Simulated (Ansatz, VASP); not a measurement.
**One calculation of BAs2, two programs**

```xyz
3
Lattice="4.7438 0.0000 0.0000 -2.3719 4.1082 0.0000 0.0000 0.0000 2.5650" Properties=species:S:1:pos:R:3 pbc="T T T"
B     0.0000    0.0000    0.0000
As    0.0000    2.7388    1.2825
As    2.3719    1.3694    1.2825
```

Alike in both runs: task relaxation of cell and atoms; functional PBE; k mesh 12 × 12 × 18; occupations gaussian, width 0.1 eV; no spin polarisation.

```csv
,VASP,Ansatz
version,VASP 6.6.1,Ansatz 0.2.0
potentials or method,"VASP PAW PBE potentials, release 64 (B, As), cutoff 600 eV","scalar-relativistic, plane waves, PAW"
valence electrons in the cell,13,33
```

|  | VASP | Ansatz | Ansatz less VASP |
| --- | --- | --- | --- |
| gap on the k mesh at the Fermi level, each at its own relaxed structure (eV) | none | none | - |
| relaxed volume (Å³/atom) | 16.40 | 16.36 | -0.045 |
| relaxed cell length with the largest relative difference (Å) | 2.664 | 2.660 | -0.0037 |

A gap of «none» marks a metal or a gap that the smearing closes. VASP's potentials hold 13 valence electrons a cell and Ansatz's 33, so a difference there can come from the potentials and not from the codes.
